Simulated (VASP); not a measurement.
# GaN (R3m) in VASP: a series of runs

Runs on GaN. Level: PBE. Tasks: single point.

All numbers are computed with VASP 6.6.1; they aren't measurements. Logs are shortened: lines on timing, memory, paths and dates and some standing lists are left out, and cuts for length are marked.

## 1. The cell of the first run

The structure is trigonal, space group R3m (No. 160). Conventional cell: a = 3.133 Å, b = 3.133 Å, c = 7.843 Å, α = 90.00°, β = 90.00°, γ = 120.00°. Within 2.6 Å of Ga (site symmetry 3m) lie 4 N at 1.93 to 1.94 Å. Within 2.6 Å of N (site symmetry 3m) lie 4 Ga at 1.93 to 1.94 Å.

## 2. Single point, PBE (epitaxial 111 strain -1.5%)

Contents of INCAR:

```
PREC = Accurate
ENCUT = 520
EDIFF = 1E-6
ISMEAR = -1
SIGMA = 0.02
LREAL = F
LASPH = T
NELM = 60
ALGO = Normal
ISIF = 2
LWAVE = F
LCHARG = T
GGA = PE
LELF = T
LVHAR = T
NBANDS = 16
```

Contents of KPOINTS:

```
regular mesh
0
Gamma
  10 10 10
```

Contents of POSCAR:

```
GaN
1.0
    0.0326554308      2.2478736862      2.2478736862
    2.2478736862      0.0326554308      2.2478736862
    2.2478736862      2.2478736862      0.0326554308
Ga N
1 1
Direct
    0.0011432943      0.0011432943      0.0011432943
    0.2488567057      0.2488567057      0.2488567057
```

Potentials or basis: VASP PAW PBE potentials, release 64 (Ga_d, N).

Launch:

```bash
$ cat potpaw_PBE.64/Ga_d/POTCAR potpaw_PBE.64/N/POTCAR > POTCAR
$ mpirun -np 1 vasp_std > vasp.out
```

OUTCAR:

```text
PREC = Accurate
   ENCUT = 520
   EDIFF = 1E-6
   ISMEAR = -1
   LREAL = F
   LASPH = T
   NELM = 60
   ISIF = 2
   GGA = PE

 ion  position               nearest neighbor table
   1  0.001  0.001  0.001-   2 1.93   2 1.93   2 1.93   2 1.94
   2  0.249  0.249  0.249-   1 1.93   1 1.93   1 1.93   1 1.94

  LATTYP: Found a trigonal (rhomboedric) cell.
 ALAT       =     3.1791411726
 COS(alpha) =     0.5144729660

  Lattice vectors:

 A1 = (   0.0326554308,   2.2478736862,   2.2478736862)
 A2 = (   2.2478736862,   0.0326554308,   2.2478736862)
 A3 = (   2.2478736862,   2.2478736862,   0.0326554308)

Analysis of symmetry for initial positions (statically):
=====================================================================
 Subroutine PRICEL returns:
 Original cell was already a primitive cell.

 Routine SETGRP: Setting up the symmetry group for a
 trigonal (rhombohedral) supercell.

 Subroutine GETGRP returns: Found  6 space group operations
 (whereof  6 operations were pure point group operations)
 out of a pool of 12 trial point group operations.

The static configuration has the point symmetry C_3v.

Analysis of symmetry for dynamics (positions and initial velocities):
=====================================================================
 Subroutine PRICEL returns:
 Original cell was already a primitive cell.

 Routine SETGRP: Setting up the symmetry group for a
 trigonal (rhombohedral) supercell.

 Subroutine GETGRP returns: Found  6 space group operations
 (whereof  6 operations were pure point group operations)
 out of a pool of 12 trial point group operations.

The dynamic configuration has the point symmetry C_3v.

 Subroutine INISYM returns: Found  6 space group operations
 (whereof  6 operations are pure point group operations),
 and found     1 'primitive' translations

----------------------------------------------------------------------------------------

                                     Primitive cell

  volume of cell :      22.2217

  direct lattice vectors                    reciprocal lattice vectors
     0.032655431  2.247873686  2.247873686    -0.227339054  0.224083733  0.224083733
     2.247873686  0.032655431  2.247873686     0.224083733 -0.227339054  0.224083733
     2.247873686  2.247873686  0.032655431     0.224083733  0.224083733 -0.227339054

  length of vectors
     3.179141173  3.179141173  3.179141173     0.390012929  0.390012929  0.390012929

  position of ions in fractional coordinates (direct lattice)
     0.001143294  0.001143294  0.001143294
     0.248856706  0.248856706  0.248856706

  ion indices of the primitive-cell ions
   primitive index   ion index
                 1           1
                 2           2

----------------------------------------------------------------------------------------

 KPOINTS: regular mesh

Automatic generation of k-mesh.
 Grid dimensions read from file:
 generate k-points for:   10   10   10

 Generating k-lattice:

  Cartesian coordinates                     Fractional coordinates (reciprocal lattice)
    -0.022733905  0.022408373  0.022408373     0.100000000  0.000000000 -0.000000000
     0.022408373 -0.022733905  0.022408373     0.000000000  0.100000000 -0.000000000
     0.022408373  0.022408373 -0.022733905     0.000000000  0.000000000  0.100000000

  Length of vectors
     0.039001293  0.039001293  0.039001293

  Shift w.r.t. Gamma in fractional coordinates (k-lattice)
     0.000000000  0.000000000  0.000000000

 Subroutine IBZKPT returns following result:
 ===========================================

 Found    116 irreducible k-points:

 Following reciprocal coordinates:
            Coordinates               Weight
  0.000000  0.000000  0.000000      1.000000
  0.100000 -0.000000 -0.000000      6.000000
  0.200000 -0.000000 -0.000000      6.000000
  0.300000 -0.000000 -0.000000      6.000000
  0.400000  0.000000  0.000000      6.000000
  0.500000  0.000000  0.000000      3.000000
[... 16 lines left out ...]
  0.300000  0.300000 -0.000000      6.000000
  0.400000  0.300000 -0.000000     12.000000
 [... further k-points ...]
   k-points           NKPTS =    116   k-points in BZ     NKDIM =    116   number of bands    NBANDS=     16
   number of dos      NEDOS =    301   number of ions     NIONS =      2
   total plane-waves  NPLWV =  13824
   dimension x,y,z NGX =    24 NGY =   24 NGZ =   24
   dimension x,y,z NGXF=    48 NGYF=   48 NGZF=   48
   ions per type =               1   1
   NGX,Y,Z   is equivalent  to a cutoff of  12.55, 12.55, 12.55 a.u.
   NGXF,Y,Z  is equivalent  to a cutoff of  25.10, 25.10, 25.10 a.u.
 SYSTEM =  unknown system
   PREC   = accura    normal or accurate (medium, high low for compatibility)
   ISTART =      0    job   : 0-new  1-cont  2-samecut
   ICHARG =      2    charge: 1-file 2-atom 10-const
   ISPIN  =      1    spin polarized calculation?
   LNONCOLLINEAR =      F non collinear calculations
   LSORBIT =      F    spin-orbit coupling
   LASPH  =      T    aspherical Exc in radial PAW
   ENCUT  =  520.0 eV  38.22 Ry    6.18 a.u.   5.91  5.91  5.91*2*pi/ulx,y,z
   NELM   =     60;   NELMIN=  2; NELMDL= -5     # of ELM steps
   EDIFF  = 0.1E-05   stopping-criterion for ELM
   LREAL  =      F    real-space projection
   EDIFFG = 0.1E-04   stopping-criterion for IOM
   NSW    =      0    number of steps for IOM
   IBRION =     -1    ionic relax: 0-MD 1-quasi-New 2-CG
   NFREE  =      0    steps in history (QN), initial steepest desc. (CG)
   ISIF   =      2    stress and relaxation
   ISYM   =      2    0-nonsym 1-usesym 2-fastsym
   POTIM  = 0.5000    time-step for ionic-motion
   TEBEG  =    0.0;   TEEND  =   0.0 temperature during run
   PSTRESS=    0.0 pullay stress
   NELECT =      18.0000    total number of electrons
   NUPDOWN=      -1.0000    fix difference up-down
   EMIN   =  10.00;   EMAX   =-10.00  energy-range for DOS
   EFERMI =   0.00;   METHOD = LEGACY
   ISMEAR =    -1;   SIGMA  =   0.02  broadening in eV -4-tet -1-fermi 0-gaus
   EFERMI_NEDOS =   21; number of points for ismear=-14 and -15
   IALGO  =     38    algorithm
   IMIX   =      4    mixing-type and parameters
     AMIX     =   0.40;   BMIX     =  1.00
     AMIX_MAG =   1.60;   BMIX_MAG =  1.00
  volume/ion in A,a.u.               =      11.11        74.98
  Fermi-wavevector in a.u.,A,eV,Ry     =   1.526065  2.883844 31.686250  2.328874
  Thomas-Fermi vector in A             =   2.634149
   LORBIT       =      0    0 simple, 1 ext, 2 COOP (PROOUT), +10 PAW based schemes
   GGA     = PE    functional components
   LHFCALC =     F    Hartree Fock is set to
   AEXX    =    0.0000 exact exchange contribution
   IVDW    =     0    specifies the selected vdW correction
   LEPSILON=     F    determine dielectric tensor
   LRPA    =     F    only Hartree local field effects (RPA)
 non-spin polarized calculation
  energy-cutoff  :      520.00
  volume of cell :       22.22
 maximum number of plane-waves:       608
   NGX = 11   NGY = 11   NGZ = 11

 number of electron      18.0000010 magnetization

 Free energy of the ion-electron system (eV)
  ---------------------------------------------------
  ext. energy  EPLUGINS =         0.00000000
  ---------------------------------------------------
  free energy    TOTEN  =       -12.10255059 eV

  energy without entropy =      -12.10255059  energy(sigma->0) =      -12.10255059

 E-fermi :   6.0156     XC(G=0): -11.8264

 val. band max:        5.6606688321   @ k =   0.0000   0.0000   0.0000
 cond. band min:       7.5092061491   @ k =   0.0000   0.0000   0.0000
 fundamental gap:      1.8485373170
 Fermi energy:         6.0155828829

 k-point     1 :       0.0000    0.0000    0.0000
  band No.  band energies     occupation
      1     -10.5821      2.00000
      2      -7.8687      2.00000
      3      -7.8604      2.00000
      4      -7.8604      2.00000
      5      -7.5126      2.00000
      6      -7.5126      2.00000
[... 8 lines left out ...]
     15      24.5801      0.00000
     16      24.7703      0.00000

 k-point     2 :       0.1000   -0.0000   -0.0000
  band No.  band energies     occupation
      1     -10.4638      2.00000
      2      -7.8527      2.00000
      3      -7.8449      2.00000
      4      -7.8245      2.00000
      5      -7.5145      2.00000
      6      -7.5140      2.00000
[... 8 lines left out ...]
     15      23.4411      0.00000
     16      23.4512      0.00000

 k-point     3 :       0.2000   -0.0000   -0.0000
  band No.  band energies     occupation
      1     -10.1626      2.00000
      2      -7.8174      2.00000
      3      -7.8091      2.00000
      4      -7.6668      2.00000
      5      -7.5144      2.00000
      6      -7.5124      2.00000
[... 8 lines left out ...]
     15      22.3812      0.00000
     16      22.7518      0.00000

 k-point     4 :       0.3000   -0.0000   -0.0000
  band No.  band energies     occupation
      1      -9.8346      2.00000
      2      -7.7863      2.00000
      3      -7.7776      2.00000
      4      -7.5017      2.00000
      5      -7.4964      2.00000
      6      -7.2670      2.00000
[... 8 lines left out ...]
     15      22.8106      0.00000
     16      23.3728      0.00000

 k-point     5 :       0.4000    0.0000    0.0000
  band No.  band energies     occupation
      1      -9.6326      2.00000
      2      -7.7732      2.00000
      3      -7.7643      2.00000
      4      -7.4772      2.00000
      5      -7.4701      2.00000
      6      -6.6300      2.00000
[... 8 lines left out ...]
     15      24.2441      0.00000
     16      24.9133      0.00000

 k-point     6 :       0.5000    0.0000    0.0000
  band No.  band energies     occupation
      1      -9.5731      2.00000
      2      -7.7710      2.00000
      3      -7.7620      2.00000
      4      -7.4649      2.00000
      5      -7.4570      2.00000
      6      -6.2391      2.00000
[... 8 lines left out ...]
     15      25.2968      0.00000
     16      26.0080      0.00000
[... 267 lines left out ...]
 k-point    21 :      -0.3000    0.2000    0.0000
  band No.  band energies     occupation
      1      -9.5550      2.00000
      2      -7.7559      2.00000
      3      -7.7090      2.00000
      4      -7.5246      2.00000
      5      -7.5167      2.00000
      6      -6.4906      2.00000
[... 8 lines left out ...]
     15      23.3784      0.00000
     16      26.6010      0.00000

 k-point    22 :      -0.2000    0.2000    0.0000
  band No.  band energies     occupation
      1      -9.7313      2.00000
      2      -7.7631      2.00000
      3      -7.7494      2.00000
      4      -7.5426      2.00000
      5      -7.5300      2.00000
      6      -7.0752      2.00000
[... 8 lines left out ...]
     15      23.3496      0.00000
     16      26.4833      0.00000

 k-point    23 :       0.3000    0.3000   -0.0000
  band No.  band energies     occupation
      1      -9.6430      2.00000
      2      -7.7108      2.00000
      3      -7.6578      2.00000
      4      -7.6543      2.00000
      5      -7.4581      2.00000
      6      -7.0860      2.00000
[... 8 lines left out ...]
     15      27.9349      0.00000
     16      28.5349      0.00000

 k-point    24 :       0.4000    0.3000   -0.0000
  band No.  band energies     occupation
      1      -9.5067      2.00000
      2      -7.7275      2.00000
      3      -7.6222      2.00000
      4      -7.6153      2.00000
      5      -7.4472      2.00000
      6      -6.6227      2.00000
[... 8 lines left out ...]
     15      28.2291      0.00000
     16      28.4736      0.00000

 [... further k-points ...]
[... 5 lines left out ...]
  --------------------------------------------------------------------------------------
  -------------------------------------------------------------------------------------
  Total        1.5460751      1.5460751      1.5460751     -0.3241628     -0.3241628     -0.3241628
  in kB      111.4713017    111.4713017    111.4713017    -23.3719883    -23.3719883    -23.3719883
  external PRESSURE =     111.4713017 kB  Pullay stress =       0.0000000 kB

 VOLUME and BASIS-vectors are now :
 -----------------------------------------------------------------------------
  energy-cutoff  :      520.00
  volume of cell :       22.22
      direct lattice vectors                 reciprocal lattice vectors
     0.032655431  2.247873686  2.247873686    -0.227339054  0.224083733  0.224083733
     2.247873686  0.032655431  2.247873686     0.224083733 -0.227339054  0.224083733
     2.247873686  2.247873686  0.032655431     0.224083733  0.224083733 -0.227339054

 POSITION                                       TOTAL-FORCE (eV/Angst)
 -----------------------------------------------------------------------------------
      0.00518      0.00518      0.00518         0.006380      0.006380      0.006380
      1.12692      1.12692      1.12692        -0.006380     -0.006380     -0.006380
 -----------------------------------------------------------------------------------
    total drift:                               -0.000009     -0.000009     -0.000009

  FREE ENERGIE OF THE ION-ELECTRON SYSTEM (eV)
  ---------------------------------------------------
  free  energy   TOTEN  =       -12.1025505948 eV

  energy  without entropy=      -12.1025505947  energy(sigma->0) =      -12.10255059
```

Run time: 21 s. Hardware: 1 thread of Intel Xeon Platinum 8488C (Sapphire Rapids), shared host; peak memory 0.17 GiB.

Results:

- Free energy: -12.1026 eV
- Pressure: 11.1 GPa
- Largest force: 0.011 eV/Å
- Band gap on the k mesh: 1.85 eV, direct

Forces on the atoms (eV/Å):
```
Ga   0.006  0.006  0.006
N   -0.006 -0.006 -0.006
```

Caveat: the cell differs from its parent crystal (epitaxial 111 strain -1.5%).

## 3. Single point, PBE (strain along [111] +1.5%)

Contents of INCAR:

```
PREC = Accurate ; ENCUT = 520
EDIFF = 1E-7 ; ISMEAR = -1
SIGMA = 0.02 ; LREAL = F
LASPH = T ; NELM = 80
ALGO = Normal ; ISIF = 2
LWAVE = F ; LCHARG = F
GGA = PE ; NBANDS = 16
```

Contents of KPOINTS:

```
Automatic mesh
0
Gamma
  10 10 10
```

Contents of POSCAR:

```
GaN
1.0
    0.0224895254      2.2714420690      2.2714420690
    2.2714420690      0.0224895254      2.2714420690
    2.2714420690      2.2714420690      0.0224895254
Ga N
1 1
Direct
    0.0006617303      0.0006617303      0.0006617303
    0.2493382697      0.2493382697      0.2493382697
```

Potentials or basis: VASP PAW PBE potentials, release 64 (Ga_d, N).

Launch:

```bash
$ cat potpaw_PBE.64/Ga_d/POTCAR potpaw_PBE.64/N/POTCAR > POTCAR
$ mpirun -np 1 vasp_std > vasp.out
```

It took 22 s on 1 thread of Intel Xeon Platinum 8488C (Sapphire Rapids), shared host; peak memory 0.16 GiB.

It converged, with:

```yaml
Free_energy: -12.1455 eV
Pressure: 3.4 GPa
Largest_force: 0.010 eV/Å
Band_gap_on_the_k_mesh: 1.63 eV, direct
```

Forces on the atoms (eV/Å):
```
Ga   0.006  0.006  0.006
N   -0.006 -0.006 -0.006
```

Stress tensor (GPa, compression positive):
```
 3.41 -1.52 -1.52
-1.52  3.41 -1.52
-1.52 -1.52  3.41
```

Levels at points of the mesh, in eV from the valence-band top:
| k point | band 6 | band 7 | band 8 | band 9 | band 10 | band 11 | band 12 | band 13 |
| --- | --- | --- | --- | --- | --- | --- | --- | --- |
| (0.00, 0.00, 0.00) | -13.16 | -0.10 | 0.00 | 0.00 | 1.63 | 10.00 | 10.33 | 10.33 |
| (0.50, 0.00, 0.00) | -11.89 | -6.99 | -1.04 | -0.98 | 4.50 | 8.66 | 10.20 | 10.28 |
| (0.50, 0.50, 0.00) | -11.49 | -6.12 | -2.77 | -2.63 | 3.31 | 6.58 | 11.60 | 13.80 |
| (0.50, 0.50, 0.50) | -11.97 | -7.07 | -0.92 | -0.92 | 4.68 | 8.59 | 10.44 | 10.44 |

Caveat: the cell differs from its parent crystal (strain along [111] +1.5%).
